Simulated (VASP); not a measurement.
# CaSe (Fm-3m) in VASP: a series of runs

Runs on CaSe. Level: PBE. Tasks: single point.

Everything below comes from runs of VASP 6.6.1. Logs are shortened: lines on timing, memory, paths and dates and some standing lists are left out, and cuts for length are marked.

## (1) The cell of the first run

Symmetry: Fm-3m, No. 225, cubic system. The conventional cell has a = 5.960 Å, b = 5.960 Å, c = 5.960 Å, α = 90.00°, β = 90.00°, γ = 90.00°. Within 3.9 Å of Ca (site symmetry m-3m) lie 6 Se at 2.98 Å. Se (site symmetry m-3m) has 6 Ca at 2.98 Å within 3.9 Å.

## (2) Single point, PBE

File INCAR:

```
SYSTEM = CaSe
  ALGO = Normal
  EDIFF = 1E-6
  ENCUT = 520
  GGA = PE
  ISIF = 2
  ISMEAR = 0
  LASPH = .TRUE.
  LCHARG = .FALSE.
  LREAL = .FALSE.
  LWAVE = .FALSE.
  NBANDS = 15
  NELM = 80
  PREC = Accurate
  SIGMA = 0.1
```

File KPOINTS:

```
k-points
0
G
  6 6 6
  0 0 0
```

File POSCAR:

```
CaSe
1.0
    0.0000000000      2.9802363369      2.9802363369
    2.9802363369      0.0000000000      2.9802363369
    2.9802363369      2.9802363369      0.0000000000
Ca Se
1 1
Direct
    0.5000000000      0.5000000000      0.5000000000
    0.0000000000      0.0000000000      0.0000000000
```

Potentials or basis: VASP PAW PBE potentials, release 64 (Ca_sv, Se).

Run with:

```console
$ cat potpaw_PBE.64/Ca_sv/POTCAR potpaw_PBE.64/Se/POTCAR > POTCAR
$ mpirun -np 1 vasp_std > vasp.out
```

OUTCAR:

```text
SYSTEM = CaSe
   EDIFF = 1E-6
   ENCUT = 520
   GGA = PE
   ISIF = 2
   ISMEAR = 0
   LASPH = .TRUE.
   LREAL = .FALSE.
   NELM = 80
   PREC = Accurate

 ion  position               nearest neighbor table
   1  0.500  0.500  0.500-   2 2.98   2 2.98   2 2.98   2 2.98   2 2.98   2 2.98
   2  0.000  0.000  0.000-   1 2.98   1 2.98   1 2.98   1 2.98   1 2.98   1 2.98

  LATTYP: Found a face centered cubic cell.
 ALAT       =     5.9604726738

  Lattice vectors:

 A1 = (   0.0000000000,   2.9802363369,   2.9802363369)
 A2 = (   2.9802363369,   0.0000000000,   2.9802363369)
 A3 = (   2.9802363369,   2.9802363369,   0.0000000000)

Analysis of symmetry for initial positions (statically):
=====================================================================
 Subroutine PRICEL returns:
 Original cell was already a primitive cell.

 Routine SETGRP: Setting up the symmetry group for a
 face centered cubic supercell.

 Subroutine GETGRP returns: Found 48 space group operations
 (whereof 48 operations were pure point group operations)
 out of a pool of 48 trial point group operations.

The static configuration has the point symmetry O_h .

Analysis of symmetry for dynamics (positions and initial velocities):
=====================================================================
 Subroutine PRICEL returns:
 Original cell was already a primitive cell.

 Routine SETGRP: Setting up the symmetry group for a
 face centered cubic supercell.

 Subroutine GETGRP returns: Found 48 space group operations
 (whereof 48 operations were pure point group operations)
 out of a pool of 48 trial point group operations.

The dynamic configuration has the point symmetry O_h .

 Subroutine INISYM returns: Found 48 space group operations
 (whereof 48 operations are pure point group operations),
 and found     1 'primitive' translations

----------------------------------------------------------------------------------------

                                     Primitive cell

  volume of cell :      52.9398

  direct lattice vectors                    reciprocal lattice vectors
     0.000000000  2.980236337  2.980236337    -0.167771929  0.167771929  0.167771929
     2.980236337  0.000000000  2.980236337     0.167771929 -0.167771929  0.167771929
     2.980236337  2.980236337  0.000000000     0.167771929  0.167771929 -0.167771929

  length of vectors
     4.214690647  4.214690647  4.214690647     0.290589506  0.290589506  0.290589506

  position of ions in fractional coordinates (direct lattice)
     0.500000000  0.500000000  0.500000000
     0.000000000  0.000000000  0.000000000

  ion indices of the primitive-cell ions
   primitive index   ion index
                 1           1
                 2           2

----------------------------------------------------------------------------------------

 KPOINTS: k-points

Automatic generation of k-mesh.
 Grid dimensions read from file:
 generate k-points for:    6    6    6

 Generating k-lattice:

  Cartesian coordinates                     Fractional coordinates (reciprocal lattice)
    -0.027961988  0.027961988  0.027961988     0.166666667  0.000000000  0.000000000
     0.027961988 -0.027961988  0.027961988     0.000000000  0.166666667  0.000000000
     0.027961988  0.027961988 -0.027961988     0.000000000  0.000000000  0.166666667

  Length of vectors
     0.048431584  0.048431584  0.048431584

  Shift w.r.t. Gamma in fractional coordinates (k-lattice)
     0.000000000  0.000000000  0.000000000

 Subroutine IBZKPT returns following result:
 ===========================================

 Found     16 irreducible k-points:

 Following reciprocal coordinates:
            Coordinates               Weight
  0.000000  0.000000  0.000000      1.000000
  0.166667  0.000000  0.000000      8.000000
  0.333333  0.000000  0.000000      8.000000
  0.500000  0.000000  0.000000      4.000000
  0.166667  0.166667  0.000000      6.000000
  0.333333  0.166667  0.000000     24.000000
[... 8 lines left out ...]
 -0.333333  0.333333  0.166667     24.000000
 -0.333333  0.500000  0.166667     12.000000
   k-points           NKPTS =     16   k-points in BZ     NKDIM =     16   number of bands    NBANDS=     15
   number of dos      NEDOS =    301   number of ions     NIONS =      2
   total plane-waves  NPLWV =  32768
   dimension x,y,z NGX =    32 NGY =   32 NGZ =   32
   dimension x,y,z NGXF=    64 NGYF=   64 NGZF=   64
   ions per type =               1   1
   NGX,Y,Z   is equivalent  to a cutoff of  12.62, 12.62, 12.62 a.u.
   NGXF,Y,Z  is equivalent  to a cutoff of  25.24, 25.24, 25.24 a.u.
 SYSTEM =  CaSe
   PREC   = accura    normal or accurate (medium, high low for compatibility)
   ISTART =      0    job   : 0-new  1-cont  2-samecut
   ICHARG =      2    charge: 1-file 2-atom 10-const
   ISPIN  =      1    spin polarized calculation?
   LNONCOLLINEAR =      F non collinear calculations
   LSORBIT =      F    spin-orbit coupling
   LASPH  =      T    aspherical Exc in radial PAW
   ENCUT  =  520.0 eV  38.22 Ry    6.18 a.u.   7.84  7.84  7.84*2*pi/ulx,y,z
   NELM   =     80;   NELMIN=  2; NELMDL= -5     # of ELM steps
   EDIFF  = 0.1E-05   stopping-criterion for ELM
   LREAL  =      F    real-space projection
   EDIFFG = 0.1E-04   stopping-criterion for IOM
   NSW    =      0    number of steps for IOM
   IBRION =     -1    ionic relax: 0-MD 1-quasi-New 2-CG
   NFREE  =      0    steps in history (QN), initial steepest desc. (CG)
   ISIF   =      2    stress and relaxation
   ISYM   =      2    0-nonsym 1-usesym 2-fastsym
   POTIM  = 0.5000    time-step for ionic-motion
   TEBEG  =    0.0;   TEEND  =   0.0 temperature during run
   PSTRESS=    0.0 pullay stress
   NELECT =      16.0000    total number of electrons
   NUPDOWN=      -1.0000    fix difference up-down
   EMIN   =  10.00;   EMAX   =-10.00  energy-range for DOS
   EFERMI =   0.00;   METHOD = LEGACY
   ISMEAR =     0;   SIGMA  =   0.10  broadening in eV -4-tet -1-fermi 0-gaus
   EFERMI_NEDOS =   21; number of points for ismear=-14 and -15
   IALGO  =     38    algorithm
   IMIX   =      4    mixing-type and parameters
     AMIX     =   0.40;   BMIX     =  1.00
     AMIX_MAG =   1.60;   BMIX_MAG =  1.00
  volume/ion in A,a.u.               =      26.47       178.63
  Fermi-wavevector in a.u.,A,eV,Ry     =   1.098637  2.076122 16.422269  1.207003
  Thomas-Fermi vector in A             =   2.235018
   LORBIT       =      0    0 simple, 1 ext, 2 COOP (PROOUT), +10 PAW based schemes
   GGA     = PE    functional components
   LHFCALC =     F    Hartree Fock is set to
   AEXX    =    0.0000 exact exchange contribution
   IVDW    =     0    specifies the selected vdW correction
   LEPSILON=     F    determine dielectric tensor
   LRPA    =     F    only Hartree local field effects (RPA)
 non-spin polarized calculation
 Gauss-broadening in eV      SIGMA  =   0.10
  energy-cutoff  :      520.00
  volume of cell :       52.94
 maximum number of plane-waves:      1458
   NGX = 15   NGY = 15   NGZ = 15

 number of electron      15.9999996 magnetization

 Free energy of the ion-electron system (eV)
  ---------------------------------------------------
  ext. energy  EPLUGINS =         0.00000000
  ---------------------------------------------------
  free energy    TOTEN  =        -9.48510179 eV

  energy without entropy =       -9.48510179  energy(sigma->0) =       -9.48510179

 E-fermi :   2.8504     XC(G=0):  -9.0589

 val. band max:        2.2914972596   @ k =   0.0000   0.0000   0.0000
 cond. band min:       4.3673998084   @ k =   0.5000   0.5000   0.0000
 fundamental gap:      2.0759025488
 Fermi energy:         2.8504149974

 k-point     1 :       0.0000    0.0000    0.0000
  band No.  band energies     occupation
      1     -37.5293      2.00000
      2     -18.5191      2.00000
      3     -18.5191      2.00000
      4     -18.5191      2.00000
      5      -9.4290      2.00000
      6       2.2915      2.00000
      7       2.2915      2.00000
      8       2.2915      2.00000
      9       5.5114      0.00000
     10       6.0031      0.00000
     11       6.0031      0.00000
     12       6.0031      0.00000
     13       6.5496      0.00000
     14       6.5496      0.00000
     15      11.9728      0.00000

 k-point     2 :       0.1667    0.0000    0.0000
  band No.  band energies     occupation
      1     -37.5278      2.00000
      2     -18.5452      2.00000
      3     -18.5209      2.00000
      4     -18.5209      2.00000
      5      -9.2782      2.00000
      6       1.1335      2.00000
      7       1.9201      2.00000
      8       1.9201      2.00000
      9       5.8964      0.00000
     10       6.3484      0.00000
     11       6.3484      0.00000
     12       6.9896      0.00000
     13       7.2179      0.00000
     14       7.2179      0.00000
     15      12.0084      0.00000

 k-point     3 :       0.3333    0.0000    0.0000
  band No.  band energies     occupation
      1     -37.5249      2.00000
      2     -18.5964      2.00000
      3     -18.5245      2.00000
      4     -18.5245      2.00000
      5      -8.9524      2.00000
      6      -0.3226      2.00000
      7       1.3651      2.00000
      8       1.3651      2.00000
      9       6.2109      0.00000
     10       7.1435      0.00000
     11       7.1435      0.00000
     12       8.2791      0.00000
     13       8.6206      0.00000
     14       8.6206      0.00000
     15      11.5924      0.00000
[... 199 lines left out ...]
 k-point    15 :      -0.3333    0.3333    0.1667
  band No.  band energies     occupation
      1     -37.5219      2.00000
      2     -18.5904      2.00000
      3     -18.5601      2.00000
      4     -18.5410      2.00000
      5      -8.7889      2.00000
      6      -0.1666      2.00000
      7       0.5300      2.00000
      8       0.9984      2.00000
      9       6.7044      0.00000
     10       6.7833      0.00000
     11       7.9528      0.00000
     12       8.1030      0.00000
     13       8.1912      0.00000
     14       9.9984      0.00000
     15      10.7496      0.00000

 k-point    16 :      -0.3333    0.5000    0.1667
  band No.  band energies     occupation
      1     -37.5214      2.00000
      2     -18.5824      2.00000
      3     -18.5601      2.00000
      4     -18.5533      2.00000
      5      -8.8147      2.00000
      6       0.0660      2.00000
      7       0.7572      2.00000
      8       0.8243      2.00000
      9       5.6195      0.00000
     10       7.4060      0.00000
     11       7.5896      0.00000
     12       8.0117      0.00000
     13       8.2604      0.00000
     14       9.1733      0.00000
     15      11.6657      0.00000

------------------------ aborting loop because EDIFF is reached ----------------------------------------

  FORCE on cell =-STRESS in cart. coord.  units (eV):
  Direction    XX          YY          ZZ          XY          YZ          ZX
  --------------------------------------------------------------------------------------
  -------------------------------------------------------------------------------------
  Total        0.0367803      0.0367803      0.0367803      0.0000000      0.0000000     -0.0000000
  in kB        1.1131230      1.1131230      1.1131230      0.0000000      0.0000000     -0.0000000
  external PRESSURE =       1.1131230 kB  Pullay stress =       0.0000000 kB

 VOLUME and BASIS-vectors are now :
 -----------------------------------------------------------------------------
  energy-cutoff  :      520.00
  volume of cell :       52.94
      direct lattice vectors                 reciprocal lattice vectors
     0.000000000  2.980236337  2.980236337    -0.167771929  0.167771929  0.167771929
     2.980236337  0.000000000  2.980236337     0.167771929 -0.167771929  0.167771929
     2.980236337  2.980236337  0.000000000     0.167771929  0.167771929 -0.167771929

 POSITION                                       TOTAL-FORCE (eV/Angst)
 -----------------------------------------------------------------------------------
      2.98024      2.98024      2.98024        -0.000000     -0.000000     -0.000000
      0.00000      0.00000      0.00000         0.000000      0.000000      0.000000
 -----------------------------------------------------------------------------------
    total drift:                                0.000000     -0.000000      0.000000

  FREE ENERGIE OF THE ION-ELECTRON SYSTEM (eV)
  ---------------------------------------------------
  free  energy   TOTEN  =        -9.4851017893 eV

  energy  without entropy=       -9.4851017893  energy(sigma->0) =       -9.48510179
```

It took 19 s on 1 thread of Intel Xeon 8259CL, shared host; peak memory 0.18 GiB.

What came out:

* Free energy: -9.4851 eV
* Pressure: 0.1 GPa
* Band gap on the k mesh: 2.08 eV (least direct gap 2.99 eV)

## (3) Single point, PBE (23.26 Å³/atom)

This run uses another cell than the first one, of 23.26 Å³/atom.

File INCAR:

```
SYSTEM = CaSe
PREC = Accurate
ENCUT = 520
EDIFF = 1E-6
ISMEAR = 0
SIGMA = 0.02
LREAL = .False.
LASPH = .True.
NELM = 80
ALGO = Normal
ISIF = 2
LWAVE = .False.
LCHARG = .False.
GGA = PE
NBANDS = 15
```

File KPOINTS:

```
regular mesh
0
Gamma
  8 8 8
  0 0 0
```

File POSCAR:

```
CaSe
1.0
    0.0000000000      2.8544316627      2.8544316627
    2.8544316627      0.0000000000      2.8544316627
    2.8544316627      2.8544316627      0.0000000000
Ca Se
1 1
Direct
    0.5000000000      0.5000000000      0.5000000000
    0.0000000000      0.0000000000      0.0000000000
```

Potentials or basis: VASP PAW PBE potentials, release 64 (Ca_sv, Se).

Run with:

```console
$ cat potpaw_PBE.64/Ca_sv/POTCAR potpaw_PBE.64/Se/POTCAR > POTCAR
$ mpirun -np 1 vasp_std > vasp.out
```

Run time: 37 s. Hardware: 1 thread of Intel Xeon 8259CL, shared host; peak memory 0.17 GiB.

It converged, with:

- Free energy: -9.3343 eV
- Pressure: 8.2 GPa
- Band gap on the k mesh: 1.73 eV (least direct gap 2.76 eV)

Levels at points of the mesh, in eV from the valence-band top:
| k point | band 6 | band 7 | band 8 | band 9 | band 10 | band 11 |
| --- | --- | --- | --- | --- | --- | --- |
| (0.00, 0.00, 0.00) | 0.00 | 0.00 | 0.00 | 3.63 | 3.63 | 3.63 |
| (0.50, 0.00, 0.00) | -3.72 | -1.45 | -1.45 | 4.68 | 5.76 | 5.76 |
| (0.50, 0.50, 0.00) | -2.80 | -1.04 | -1.04 | 1.73 | 5.21 | 5.53 |

Caveat: the cell stands under pressure.
